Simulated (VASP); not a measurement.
# H4C19 in VASP: a series of runs

Runs on H4C19. Level: PBE+D3(BJ). Tasks: single point.

Program: VASP 6.6.1. These are calculated values, not measurements. Logs are shortened: lines on timing, memory, paths and dates and some standing lists are left out, and cuts for length are marked.

### Step 1. The cell of the first run

The cell holds a slab with vacuum, 23 atoms: a = 7.398 Å, b = 7.398 Å, c = 13.000 Å, α = 90.00°, β = 90.00°, γ = 120.00°.

### Step 2. Single point, PBE+D3(BJ)

The input, INCAR:

```
SYSTEM = H4C19
  PREC = Accurate
  ENCUT = 520
  EDIFF = 1E-6
  ISMEAR = 0
  SIGMA = 0.02
  LREAL = Auto
  LASPH = .True.
  NELM = 60
  ALGO = Normal
  ISIF = 2
  LWAVE = .False.
  LCHARG = .True.
  GGA = PE
  IVDW = 12
  LELF = .True.
  LVHAR = .True.
  NBANDS = 57
```

The input, KPOINTS:

```
Automatic mesh
0
Gamma
  2 2 1
  0 0 0
```

The input, POSCAR:

```
H4C19
1.0
    7.3980000000      0.0000000000      0.0000000000
   -3.6990000000      6.4068560000      0.0000000000
    0.0000000000      0.0000000000     13.0000000000
C H
19 4
Direct
    0.0017553410     -0.0036069173      0.0509097692
    0.2248460537      0.1079643432      0.0511289231
    0.0013046588      0.3315136160      0.0512011538
    0.2253176453      0.4435136360      0.0511830769
    0.0034998964      0.6653185275      0.0506868462
    0.2230884306      0.7750906217      0.0510663077
    0.3346440585     -0.0018216423      0.0511483846
    0.5586454135      0.1101883670      0.0511491538
    0.3368764444      0.3319748407      0.0510488462
    0.5564624784      0.4417903259      0.0505952308
    0.3351201669      0.6631094877      0.0511216154
    0.5582048887      0.7746195638      0.0508491538
    0.6701694504     -0.0013850787      0.0511250000
    0.8897662600      0.1084116765      0.0511530000
    0.6684277988      0.3297812531      0.0508529231
    0.8915049670      0.4413208288      0.0508850000
    0.6679911758      0.6648493426      0.0503575385
    0.8919543488      0.7768281354      0.0503976154
    0.7550763866      0.6361973798      0.3141967692
    0.8254622915      0.7990000087      0.2892652308
    0.5919529831      0.5500616839      0.2891356923
    0.8404996015      0.5658845774      0.2796881538
    0.7624625581      0.6298499607      0.3981627692
```

Potentials or basis: VASP PAW PBE potentials, release 64 (C, H).

On the command line:

```sh
> cat potpaw_PBE.64/C/POTCAR potpaw_PBE.64/H/POTCAR > POTCAR
> mpirun -np 1 vasp_std > vasp.out
```

OUTCAR:

```text
SYSTEM = H4C19
   PREC = Accurate
   ENCUT = 520
   EDIFF = 1E-6
   ISMEAR = 0
   LREAL = Auto
   LASPH = .True.
   NELM = 60
   ISIF = 2
   GGA = PE
   IVDW = 12
 IVDW          = 12

 ion  position               nearest neighbor table
   1  0.002  0.996  0.051-  18 1.41   2 1.43  14 1.44
   2  0.225  0.108  0.051-   7 1.41   1 1.43   9 1.44
   3  0.001  0.332  0.051-  16 1.41  14 1.43   4 1.44
   4  0.225  0.444  0.051-  11 1.41   9 1.43   3 1.44
   5  0.003  0.665  0.051-   6 1.41  18 1.43  16 1.44
   6  0.223  0.775  0.051-   5 1.41   7 1.43  11 1.44
[... 10 lines left out ...]
  17  0.668  0.665  0.050-  12 1.41  10 1.43  18 1.43
  18  0.892  0.777  0.050-   1 1.41   5 1.43  17 1.43
  19  0.755  0.636  0.314-  23 1.10  21 1.10  20 1.10  22 1.10
  20  0.825  0.799  0.289-  19 1.10
  21  0.592  0.550  0.289-  19 1.10
  22  0.840  0.566  0.280-  19 1.10
  23  0.762  0.630  0.398-  19 1.10

  LATTYP: Found a hexagonal cell.
 ALAT       =     7.3980000000
 C/A-ratio  =     1.7572316842

  Lattice vectors:

 A1 = (   7.3980000000,   0.0000000000,   0.0000000000)
 A2 = (  -3.6990000000,   6.4068560000,   0.0000000000)
 A3 = (   0.0000000000,   0.0000000000,  13.0000000000)

Analysis of symmetry for initial positions (statically):
=====================================================================
 Subroutine PRICEL returns:
 Original cell was already a primitive cell.

 Routine SETGRP: Setting up the symmetry group for a
 hexagonal supercell.

 Subroutine GETGRP returns: Found  1 space group operations
 (whereof  1 operations were pure point group operations)
 out of a pool of 24 trial point group operations.

The static configuration has the point symmetry C_1 .

Analysis of symmetry for dynamics (positions and initial velocities):
=====================================================================
 Subroutine PRICEL returns:
 Original cell was already a primitive cell.

 Routine SETGRP: Setting up the symmetry group for a
 hexagonal supercell.

 Subroutine GETGRP returns: Found  1 space group operations
 (whereof  1 operations were pure point group operations)
 out of a pool of 24 trial point group operations.

The dynamic configuration has the point symmetry C_1 .

 Subroutine INISYM returns: Found  1 space group operations
 (whereof  1 operations are pure point group operations),
 and found     1 'primitive' translations

----------------------------------------------------------------------------------------

                                     Primitive cell

  volume of cell :     616.1730

  direct lattice vectors                    reciprocal lattice vectors
     7.398000000  0.000000000  0.000000000     0.135171668  0.078041398  0.000000000
    -3.699000000  6.406856000  0.000000000     0.000000000  0.156082796  0.000000000
     0.000000000  0.000000000 13.000000000     0.000000000  0.000000000  0.076923077

  length of vectors
     7.398000000  7.398000054 13.000000000     0.156082797  0.156082796  0.076923077

  position of ions in fractional coordinates (direct lattice)
     0.001755341  0.996393083  0.050909769
     0.224846054  0.107964343  0.051128923
     0.001304659  0.331513616  0.051201154
     0.225317645  0.443513636  0.051183077
     0.003499896  0.665318527  0.050686846
     0.223088431  0.775090622  0.051066308
[... 15 lines left out ...]
     0.840499601  0.565884577  0.279688154
     0.762462558  0.629849961  0.398162769

  ion indices of the primitive-cell ions
   primitive index   ion index
                 1           1
                 2           2
                 3           3
                 4           4
                 5           5
                 6           6
[... 15 lines left out ...]
                22          22
                23          23

----------------------------------------------------------------------------------------

 KPOINTS: Automatic mesh

Automatic generation of k-mesh.
 Grid dimensions read from file:
 generate k-points for:    2    2    1

 Generating k-lattice:

  Cartesian coordinates                     Fractional coordinates (reciprocal lattice)
     0.067585834  0.039020699  0.000000000     0.500000000 -0.000000000  0.000000000
     0.000000000  0.078041398  0.000000000     0.000000000  0.500000000  0.000000000
     0.000000000  0.000000000  0.076923077     0.000000000  0.000000000  1.000000000

  Length of vectors
     0.078041399  0.078041398  0.076923077

  Shift w.r.t. Gamma in fractional coordinates (k-lattice)
     0.000000000  0.000000000  0.000000000

 Subroutine IBZKPT returns following result:
 ===========================================

 Found      4 irreducible k-points:

 Following reciprocal coordinates:
            Coordinates               Weight
  0.000000  0.000000  0.000000      1.000000
  0.500000  0.000000  0.000000      1.000000
  0.000000  0.500000  0.000000      1.000000
  0.500000  0.500000  0.000000      1.000000
   k-points           NKPTS =      4   k-points in BZ     NKDIM =      4   number of bands    NBANDS=     57
   number of dos      NEDOS =    301   number of ions     NIONS =     23
   total plane-waves  NPLWV = 307328
   dimension x,y,z NGX =    56 NGY =   56 NGZ =   98
   dimension x,y,z NGXF=   112 NGYF=  112 NGZF=  196
   ions per type =              19   4
   NGX,Y,Z   is equivalent  to a cutoff of  12.58, 12.58, 12.53 a.u.
   NGXF,Y,Z  is equivalent  to a cutoff of  25.17, 25.17, 25.06 a.u.
 SYSTEM =  H4C19
   PREC   = accura    normal or accurate (medium, high low for compatibility)
   ISTART =      0    job   : 0-new  1-cont  2-samecut
   ICHARG =      2    charge: 1-file 2-atom 10-const
   ISPIN  =      1    spin polarized calculation?
   LNONCOLLINEAR =      F non collinear calculations
   LSORBIT =      F    spin-orbit coupling
   LASPH  =      T    aspherical Exc in radial PAW
   ENCUT  =  520.0 eV  38.22 Ry    6.18 a.u.  13.76 13.76 24.17*2*pi/ulx,y,z
   NELM   =     60;   NELMIN=  2; NELMDL= -5     # of ELM steps
   EDIFF  = 0.1E-05   stopping-criterion for ELM
   LREAL  =      T    real-space projection
   EDIFFG = 0.1E-04   stopping-criterion for IOM
   NSW    =      0    number of steps for IOM
   IBRION =     -1    ionic relax: 0-MD 1-quasi-New 2-CG
   NFREE  =      0    steps in history (QN), initial steepest desc. (CG)
   ISIF   =      2    stress and relaxation
   ISYM   =      2    0-nonsym 1-usesym 2-fastsym
   POTIM  = 0.5000    time-step for ionic-motion
   TEBEG  =    0.0;   TEEND  =   0.0 temperature during run
   PSTRESS=    0.0 pullay stress
   NELECT =      80.0000    total number of electrons
   NUPDOWN=      -1.0000    fix difference up-down
   EMIN   =  10.00;   EMAX   =-10.00  energy-range for DOS
   EFERMI =   0.00;   METHOD = LEGACY
   ISMEAR =     0;   SIGMA  =   0.02  broadening in eV -4-tet -1-fermi 0-gaus
   EFERMI_NEDOS =   21; number of points for ismear=-14 and -15
   IALGO  =     38    algorithm
   IMIX   =      4    mixing-type and parameters
     AMIX     =   0.40;   BMIX     =  1.00
     AMIX_MAG =   1.60;   BMIX_MAG =  1.00
  volume/ion in A,a.u.               =      26.79       180.79
  Fermi-wavevector in a.u.,A,eV,Ry     =   0.828967  1.566521  9.349739  0.687186
  Thomas-Fermi vector in A             =   1.941434
   LORBIT       =      0    0 simple, 1 ext, 2 COOP (PROOUT), +10 PAW based schemes
   GGA     = PE    functional components
   LHFCALC =     F    Hartree Fock is set to
   AEXX    =    0.0000 exact exchange contribution
   IVDW    =    12    specifies the selected vdW correction
   LEPSILON=     F    determine dielectric tensor
   LRPA    =     F    only Hartree local field effects (RPA)
 non-spin polarized calculation
 Gauss-broadening in eV      SIGMA  =   0.02
  energy-cutoff  :      520.00
  volume of cell :      616.17
 maximum number of plane-waves:     16651
 NGX is ok and might be reduce to    56
   NGX = 27   NGY = 27   NGZ = 49

 number of electron      79.9999998 magnetization

 Free energy of the ion-electron system (eV)
  ---------------------------------------------------
  ext. energy  EPLUGINS =         0.00000000
  ---------------------------------------------------
  free energy    TOTEN  =      -189.64262827 eV

  energy without entropy =     -189.64262827  energy(sigma->0) =     -189.64262827

 E-fermi :  -1.7338     XC(G=0):  -3.9580

 val. band max:       -1.8371850837   @ k =   0.0000   0.0000   0.0000
 cond. band min:      -1.6206212509   @ k =   0.0000   0.0000   0.0000
 fundamental gap:      0.2165638327
 Fermi energy:        -1.7337716028

 k-point     1 :       0.0000    0.0000    0.0000
  band No.  band energies     occupation
      1     -21.2510      2.00000
      2     -18.7219      2.00000
      3     -18.7210      2.00000
      4     -18.6930      2.00000
      5     -18.6917      2.00000
      6     -18.5851      2.00000
[... 44 lines left out ...]
     51       3.2480      0.00000
     52       4.2840      0.00000

 k-point     2 :       0.5000    0.0000    0.0000
  band No.  band energies     occupation
      1     -20.5977      2.00000
      2     -20.5963      2.00000
      3     -19.3462      2.00000
      4     -19.2623      2.00000
      5     -16.8566      2.00000
      6     -16.8559      2.00000
[... 44 lines left out ...]
     51       3.7138      0.00000
     52       4.0526      0.00000

 k-point     3 :       0.0000    0.5000    0.0000
  band No.  band energies     occupation
      1     -20.5977      2.00000
      2     -20.5963      2.00000
      3     -19.3464      2.00000
      4     -19.2621      2.00000
      5     -16.8569      2.00000
      6     -16.8559      2.00000
[... 44 lines left out ...]
     51       3.7148      0.00000
     52       4.0505      0.00000

 k-point     4 :       0.5000    0.5000    0.0000
  band No.  band energies     occupation
      1     -20.5976      2.00000
      2     -20.5964      2.00000
      3     -19.3464      2.00000
      4     -19.2621      2.00000
      5     -16.8567      2.00000
      6     -16.8560      2.00000
[... 44 lines left out ...]
     51       3.6931      0.00000
     52       4.0496      0.00000
 [bands above 52 left out]

------------------------ aborting loop because EDIFF is reached ----------------------------------------

 Edisp (eV)   -1.78355

 E8    (eV) :    -0.5400

  FORCE on cell =-STRESS in cart. coord.  units (eV):
  Direction    XX          YY          ZZ          XY          YZ          ZX
  --------------------------------------------------------------------------------------
  -------------------------------------------------------------------------------------
  Total       1.08156     1.09777    -0.15955    -0.00400    -0.00342    -0.00898
  in kB       2.81228     2.85444    -0.41486    -0.01039    -0.00890    -0.02336
  external pressure =        1.75 kB  Pullay stress =        0.00 kB

 VOLUME and BASIS-vectors are now :
 -----------------------------------------------------------------------------
  energy-cutoff  :      520.00
  volume of cell :      616.17
      direct lattice vectors                 reciprocal lattice vectors
     7.398000000  0.000000000  0.000000000     0.135171668  0.078041398  0.000000000
    -3.699000000  6.406856000  0.000000000     0.000000000  0.156082796  0.000000000
     0.000000000  0.000000000 13.000000000     0.000000000  0.000000000  0.076923077

 POSITION                                       TOTAL-FORCE (eV/Angst)
 -----------------------------------------------------------------------------------
     -3.67267      6.38375      0.66183        -0.002276      0.004042     -0.001541
      1.26405      0.69171      0.66468         0.001883      0.004973     -0.000391
     -1.21662      2.12396      0.66561         0.005647      0.003947      0.000036
      0.02634      2.84153      0.66538         0.000077     -0.000774      0.001288
     -2.43512      4.26260      0.65893        -0.006450      0.001713     -0.001400
     -1.21665      4.96589      0.66386         0.006923     -0.006676      0.000168
[... 15 lines left out ...]
      4.12481      3.62554      3.63595         0.015474     -0.008311     -0.008091
      3.31088      4.03536      5.17612         0.001691     -0.001606      0.020004
 -----------------------------------------------------------------------------------
    total drift:                               -0.014583      0.005978     -0.006443

  FREE ENERGIE OF THE ION-ELECTRON SYSTEM (eV)
  ---------------------------------------------------
  free  energy   TOTEN  =      -191.4261821601 eV

  energy  without entropy=     -191.4261821601  energy(sigma->0) =     -191.42618216
```

It took 3 min on 1 thread of AMD EPYC 9R45 (Zen 5), shared host; peak memory 0.59 GiB.

What came out:

| Quantity | Value |
| --- | --- |
| Free energy | -191.4262 eV |
| Largest force | 0.021 eV/Å |
| Band gap on the k mesh | 0.22 eV |
| Dispersion energy per atom | -0.078 eV |

Forces on the atoms (eV/Å):
```
C   -0.002  0.004 -0.002
C    0.002  0.005  0.000
C    0.006  0.004  0.000
C    0.000 -0.001  0.001
C   -0.006  0.002 -0.001
C    0.007 -0.007  0.000
C   -0.001 -0.002  0.000
C   -0.002 -0.005  0.001
C   -0.001 -0.001 -0.001
C    0.004  0.002  0.001
C    0.002 -0.001  0.001
C    0.003  0.001  0.002
C    0.003 -0.008 -0.001
C   -0.002  0.008  0.000
C   -0.007  0.003 -0.002
C   -0.007  0.001  0.000
C    0.005  0.002 -0.005
C   -0.003 -0.003  0.001
C    0.000 -0.003  0.004
H   -0.001  0.020 -0.006
H   -0.017 -0.011 -0.005
H    0.015 -0.008 -0.008
H    0.002 -0.002  0.020
```

Caveat: the k points lie up to 0.49 Å⁻¹ apart.

### Step 3. Single point, PBE+D3(BJ)

The input, INCAR:

```
PREC     = Accurate       # precision mode
ENCUT    = 520            # plane-wave cutoff, eV
EDIFF    = 1E-6           # SCF threshold, eV
ISMEAR   = 0              # smearing method
SIGMA    = 0.02           # smearing width, eV
LREAL    = Auto         
LASPH    = True           # aspherical terms in the spheres
NELM     = 80             # most SCF steps
ALGO     = Normal         # electronic algorithm
ISIF     = 2              # what is computed and relaxed
LWAVE    = False          # write WAVECAR
LCHARG   = True           # write CHGCAR
GGA      = PE             # functional
IVDW     = 12             # dispersion correction
LELF     = True           # ELF
LVHAR    = True         
NBANDS   = 57             # bands
```

The input, KPOINTS:

```
regular mesh
0
Gamma
  2 2 1
```

The input, POSCAR:

```
H4C19
1.0
    7.3980000000      0.0000000000      0.0000000000
   -3.6990000000      6.4068560000      0.0000000000
    0.0000000000      0.0000000000     13.0000000000
C H
19 4
Direct
    0.0014292070     -0.0029637001      0.0495136923
    0.2236582641      0.1081756793      0.0498134615
    0.0002688317      0.3315801073      0.0498964615
    0.2248426878      0.4438632615      0.0498843846
    0.0025991639      0.6661042483      0.0493406154
    0.2224823428      0.7760211873      0.0497443077
    0.3336086482     -0.0017529659      0.0498514615
    0.5581723164      0.1105354951      0.0498769231
    0.3359714309      0.3327541621      0.0497875385
    0.5558588558      0.4427233888      0.0493678462
    0.3347961706      0.6637553583      0.0498106923
    0.5570242815      0.7748382358      0.0495143846
    0.6692710714     -0.0006035722      0.0497959231
    0.8891622972      0.1093386522      0.0498034615
    0.6681063498      0.3304268115      0.0496278462
    0.8903261323      0.4415387204      0.0496143846
    0.6669631192      0.6649248867      0.0490334615
    0.8914857000      0.7771841602      0.0490011538
    0.7755225594      0.6716731264      0.3131483846
    0.8452574445      0.8337538724      0.2871214615
    0.6130254406      0.5837894593      0.2872580769
    0.8628038761      0.6017280551      0.2804031538
    0.7811024069      0.6674784013      0.3972526154
```

Potentials or basis: VASP PAW PBE potentials, release 64 (C, H).

On the command line:

```sh
> cat potpaw_PBE.64/C/POTCAR potpaw_PBE.64/H/POTCAR > POTCAR
> mpirun -np 1 vasp_std > vasp.out
```

Wall time 3 min (1 thread of AMD EPYC 9R45 (Zen 5), shared host); peak memory 0.59 GiB.

The run converged. Its results:

```
Free energy                : -191.4262 eV
Largest force              : 0.021 eV/Å
Band gap on the k mesh     : 0.22 eV
Dispersion energy per atom : -0.078 eV
```

Forces on the atoms (eV/Å):
```
C   -0.003  0.002 -0.002
C   -0.001  0.003 -0.004
C    0.008  0.007 -0.002
C   -0.003  0.003  0.003
C   -0.002 -0.004 -0.002
C    0.005 -0.007 -0.002
C    0.002  0.002  0.001
C   -0.002 -0.002  0.002
C   -0.002  0.000 -0.001
C    0.003  0.001  0.001
C   -0.001 -0.001  0.001
C   -0.002  0.002  0.003
C   -0.001 -0.009 -0.004
C    0.004 -0.003  0.000
C   -0.004  0.002 -0.001
C   -0.002  0.002  0.001
C    0.001  0.001 -0.007
C   -0.002  0.002  0.001
C    0.010 -0.004  0.002
H   -0.003  0.020 -0.004
H   -0.017 -0.010 -0.002
H    0.013 -0.007 -0.004
H   -0.001 -0.001  0.021
```

Levels at points of the mesh, in eV from the valence-band top:
| k point | band 36 | band 37 | band 38 | band 39 | band 40 | band 41 | band 42 | band 43 | band 44 | band 45 |
| --- | --- | --- | --- | --- | --- | --- | --- | --- | --- | --- |
| (0.00, 0.00, 0.00) | -4.38 | -2.93 | -2.93 | 0.00 | 0.00 | 0.22 | 0.22 | 3.14 | 4.12 | 4.72 |
| (0.50, 0.00, 0.00) | -2.57 | -2.57 | -2.52 | -2.52 | -2.25 | 1.78 | 2.59 | 2.59 | 2.66 | 2.66 |
| (0.00, 0.50, 0.00) | -2.57 | -2.57 | -2.52 | -2.52 | -2.25 | 1.78 | 2.59 | 2.59 | 2.66 | 2.66 |
| (0.50, 0.50, 0.00) | -2.57 | -2.57 | -2.52 | -2.52 | -2.25 | 1.79 | 2.59 | 2.59 | 2.66 | 2.66 |

Caveat: the k points lie up to 0.49 Å⁻¹ apart.

(Part 1 of 2 ends here.)
